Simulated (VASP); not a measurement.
# Si: single point with r2SCAN

The system is Si, a slab with vacuum.

```
CELL_PARAMETERS angstrom
3.83191 0.00000 0.00000
-1.91595 3.31853 0.00000
0.00000 0.00000 25.31295
ATOMIC_POSITIONS crystal
Si 0.66667 0.33333 0.29629
Si 0.33333 0.66667 0.32790
Si 0.33333 0.66667 0.42156
Si 0.66667 0.33333 0.45317
Si 0.66667 0.33333 0.54683
Si 0.33333 0.66667 0.57844
Si 0.33333 0.66667 0.67210
Si 0.66667 0.33333 0.70371
```

- Program: VASP 6.6.1
- Task: single point
- Functional: r2SCAN
- Potentials or basis: VASP PAW PBE potentials, release 64 (Si)
- Cutoff: 520 eV
- k mesh: 9 × 9 × 1
- Occupations: gaussian, width 0.05 eV
- Spin: no spin polarisation
- Dipole correction: yes
- Further INCAR settings: ALGO = Normal; EDIFF = 1e-06; NBANDS = 26

```yaml
Largest_force: 0.848 eV/Å
Band_gap_on_the_k_mesh: zero (bands 16 and 17 overlap by 0.32 eV)
```

Forces on the atoms (eV/Å):
```
Si   0.000  0.000  0.687
Si   0.000  0.000 -0.848
Si   0.000  0.000  0.276
Si   0.000  0.000 -0.054
Si   0.000  0.000  0.054
Si   0.000  0.000 -0.276
Si   0.000  0.000  0.848
Si   0.000  0.000 -0.687
```

Levels at points of the mesh, in eV from the Fermi level:
| k point | band 14 | band 15 | band 16 | band 17 | band 18 | band 19 |
| --- | --- | --- | --- | --- | --- | --- |
| (0.00, 0.00, 0.00) | -0.19 | 0.14 | 0.14 | 0.71 | 1.82 | 2.39 |

It took 8.2 min on 1 thread of Intel(R) Xeon(R) Platinum 8488C (Sapphire Rapids), with other jobs on the host, peak memory 0.43 GiB.

Caveat: the PAW data sets were made with another functional, which shifts forces and pressure a little.
